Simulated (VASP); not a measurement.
Ir, 1 atom in the cell. It takes space group Fm-3m (No. 225, cubic). Conventional cell: a = 3.831 Å, b = 3.831 Å, c = 3.831 Å, α = 90.00°, β = 90.00°, γ = 90.00°. Within 3.6 Å of Ir (site symmetry m-3m) lie 12 Ir at 2.71 Å. 

```yaml
Program: VASP 6.6.1
Task: single point
Functional: r2SCAN
Potentials_or_basis: VASP PAW PBE potentials, release 64 (Ir)
Cutoff: 520 eV
k_mesh: 9 × 9 × 9
Occupations: fermi-dirac, width 0.05 eV
Spin: non-collinear spin, zero start, spin-orbit coupling
Starting_moments: "[[0.0, 0.0, 0.0]] μB"
Dipole_correction: no
Further_INCAR_settings: ALGO = Normal; EDIFF = 1e-07; NBANDS = 20
```

Potentials or basis: VASP PAW PBE potentials, release 64 (Ir).

The run is started by

```bash
$ cat potpaw_PBE.64/Ir/POTCAR > POTCAR
$ cp INCAR.step1 INCAR
$ mpirun -np 1 vasp_ncl > vasp.out
$ cp INCAR.step2 INCAR
$ mpirun -np 1 vasp_ncl > vasp.out
```

Hardware: 1 thread of Intel Xeon 6975P-C, with other jobs on the host.

Problem. Estimate the wall time of this run.

Solution. Wall time 4 min on 1 thread of Intel Xeon 6975P-C, with other jobs on the host, peak memory 0.19 GiB. Counts: k points 35.
